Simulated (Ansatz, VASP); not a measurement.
ZrB: VASP beside Ansatz

```
CELL_PARAMETERS angstrom
0.00000 2.41539 2.32674
2.52818 0.00000 2.32674
2.52818 2.41539 0.00000
ATOMIC_POSITIONS crystal
Zr 0.00000 0.00000 0.00000
B 0.50000 0.50000 0.50000
```

Change from the starting cell: normal strain along x +0.0467, normal strain along z -0.0367.

Alike in both runs: task single point; functional LDA; k mesh 16 × 16 × 16; occupations gaussian, width 0.15 eV; no spin polarisation.

|  | VASP | Ansatz |
| --- | --- | --- |
| version | VASP 6.6.1 | Ansatz 0.2.0 |
| potentials or method | VASP PAW LDA potentials, release 64 (Zr_sv, B), cutoff 520 eV | scalar-relativistic, plane waves, PAW |
| valence electrons in the cell | 15 | 15 |

VASP gave:

```
gap on the k mesh at the Fermi level (eV)                     : none
pressure (GPa)                                                : 0.3
traceless stress, the component that is largest in VASP (GPa) : -13.46
```

**Question.** Estimate Ansatz's values.

**Answer.** gap on the k mesh at the Fermi level (eV): none; pressure (GPa): 0.0; traceless stress, the component that is largest in VASP (GPa): -13.39.

LDA's correlation is that of Perdew and Zunger in VASP and of Perdew and Wang (1992) in Ansatz. A gap of «none» marks a metal or a gap that the smearing closes.
